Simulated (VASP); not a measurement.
Set up this calculation in VASP 6.6.1, as the native input.

- Task: single point
- Functional: PBE
- Potentials or basis: VASP PAW PBE potentials, release 64 (Ta_pv)
- Cutoff: 520 eV
- k mesh: 16 × 16 × 16
- Occupations: fermi-dirac, width 0.1 eV
- Spin: no spin polarisation
- Dipole correction: no
- Further INCAR settings: ALGO = Normal; EDIFF = 1e-06; NBANDS = 12

The structure of Ta lies in POSCAR:

```
Ta
1.0
    0.0000000000      2.1122865884      2.1122865884
    2.1122865884      0.0000000000      2.1122865884
    2.1122865884      2.1122865884      0.0000000000
Ta
1
Direct
    0.0000000000      0.0000000000      0.0000000000
```

One way to write it, as run:

INCAR

```
PREC = Accurate
ENCUT = 520
EDIFF = 1E-6
ISMEAR = -1
SIGMA = 0.1
LREAL = F
LASPH = T
NELM = 60
ALGO = Normal
ISIF = 2
LWAVE = F
LCHARG = F
GGA = PE
NBANDS = 12
```

KPOINTS

```
regular mesh
0
Gamma
  16 16 16
```

Potentials or basis: VASP PAW PBE potentials, release 64 (Ta_pv).

Launch:

```bash
$ cat potpaw_PBE.64/Ta_pv/POTCAR > POTCAR
$ mpirun -np 1 vasp_std > vasp.out
```

Results of the run:

```yaml
Pressure: 0.0 GPa
```

Wall time 12 s on 1 thread of AMD EPYC 9R45 (Zen 5), on a shared host, peak memory 0.13 GiB.
